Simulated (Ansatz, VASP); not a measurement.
## One calculation of NbCuS2, two programs

```
Cu Nb S
1.0
     1.83799    1.06117    6.67262
    -1.83799    1.06117    6.67262
     0.00000   -2.12233    6.67262
Cu Nb S
1 1 2
Direct
  0.50000 0.50000 0.50000
  0.00000 0.00000 0.00000
  0.26670 0.26670 0.26670
  0.73330 0.73330 0.73330
```

Alike in both runs: task single point; functional PBE; k mesh 6 × 6 × 6; occupations gaussian, width 0.05 eV; collinear spin; Hubbard terms Nb d U = 8.0 eV.

|  | VASP | Ansatz |
| --- | --- | --- |
| version | VASP 6.6.1 | Ansatz 0.2.0 |
| potentials or method | VASP PAW PBE potentials, release 64 (Cu, Nb_sv, S), cutoff 520 eV | scalar-relativistic, plane waves, PAW |
| valence electrons in the cell | 36 | 44 |

Ansatz gave:

```
gap on the k mesh at the Fermi level (eV)                     : none
pressure (GPa)                                                : 7.0
traceless stress, the component that is largest in VASP (GPa) : -5.53
rms of the force components (eV/Å)                            : 1.175
net moment per atom (μB)                                      : 0.50
size of the moment on the site where the two differ most (μB) : 1.67
```

Task: What did VASP give for the same quantities?

Result: gap on the k mesh at the Fermi level (eV): none; pressure (GPa): 3.5; traceless stress, the component that is largest in VASP (GPa): 0.68; rms of the force components (eV/Å): 1.061; net moment per atom (μB): 0.50; size of the moment on the site where the two differ most (μB): 1.43.

Site moments also hang on the region over which each program counts them. The programs project onto different local orbitals, so the same U acts differently, and such runs can settle in different states. Atom by atom the forces differ by 0.115 eV/Å (rms over components). A gap of «none» marks a metal or a gap that the smearing closes. VASP's potentials hold 36 valence electrons a cell and Ansatz's 44, so a difference there can come from the potentials and not from the codes. Ansatz's warnings: filled band counts differ across k points.
